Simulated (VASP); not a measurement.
Set up this calculation in VASP 6.6.1, as the native input.

```
Task                               : single point
Functional                         : HSE06
Potentials or basis                : VASP PAW PBE potentials, release 64 (Si, O)
Cutoff                             : 520 eV
k mesh                             : 5 × 5 × 5
Occupations                        : fermi-dirac, width 0.05 eV
Spin                               : no spin polarisation
Dipole correction                  : no
Grid for exact exchange (PRECFOCK) : Normal
Further INCAR settings             : ALGO = Normal; EDIFF = 1e-07; NBANDS = 12
Share of exact exchange            : 0.25
Screening parameter                : 0.2079 1/Å
```

Crystal: SiO.

```
Si O
1.0
     2.79602    0.00000    0.00000
     0.00000    2.79602    0.00000
     0.00000    0.00000    2.79602
Si O
1 1
Cartesian
  0.0000 0.0000 0.0000
  1.3980 1.3980 1.3980
```

These files were run (other wordings do the same):

POSCAR

```
SiO
1.0
    2.7960217612      0.0000000000      0.0000000000
    0.0000000000      2.7960217612      0.0000000000
    0.0000000000      0.0000000000      2.7960217612
Si O
1 1
Direct
    0.0000000000      0.0000000000      0.0000000000
    0.5000000000      0.5000000000      0.5000000000
```

INCAR.step1

```
  PREC = Accurate
  ENCUT = 520
  EDIFF = 1E-5
  ISMEAR = -1
  SIGMA = 0.05
  LREAL = False
  LASPH = True
  NELM = 60
  ALGO = Normal
  ISIF = 2
  LWAVE = True
  LCHARG = False
  NBANDS = 12
  GGA = PE
```

INCAR.step2

```
  PREC = Accurate
  ENCUT = 520
  EDIFF = 1E-7
  ISMEAR = -1
  SIGMA = 0.05
  LREAL = False
  LASPH = True
  NELM = 60
  ALGO = Normal
  ISIF = 2
  LWAVE = False
  LCHARG = False
  GGA = PE
  LHFCALC = True
  HFSCREEN = 0.2079
  PRECFOCK = Normal
  NBANDS = 12
  ISTART = 1
```

KPOINTS

```
regular mesh
0
Gamma
  5 5 5
```

Potentials or basis: VASP PAW PBE potentials, release 64 (Si, O).

Command:

```console
$ cat potpaw_PBE.64/Si/POTCAR potpaw_PBE.64/O/POTCAR > POTCAR
$ cp INCAR.step1 INCAR
$ mpirun -np 1 vasp_std > vasp.out
$ cp INCAR.step2 INCAR
$ mpirun -np 1 vasp_std > vasp.out
```

It gave:

```json
{
  "Pressure": "-0.1 GPa",
  "Band gap on the k mesh": "0.93 eV (least direct gap 2.41 eV)"
}
```

Caveat: the k points lie up to 0.45 Å⁻¹ apart; the PAW data sets were made with another functional, which shifts forces and pressure a little; an odd mesh through Γ misses points on the zone boundary, where band edges can lie.

It took 56 s on 1 thread of Intel(R) Xeon(R) Platinum 8488C (Sapphire Rapids), on a shared host, peak memory 0.23 GiB.
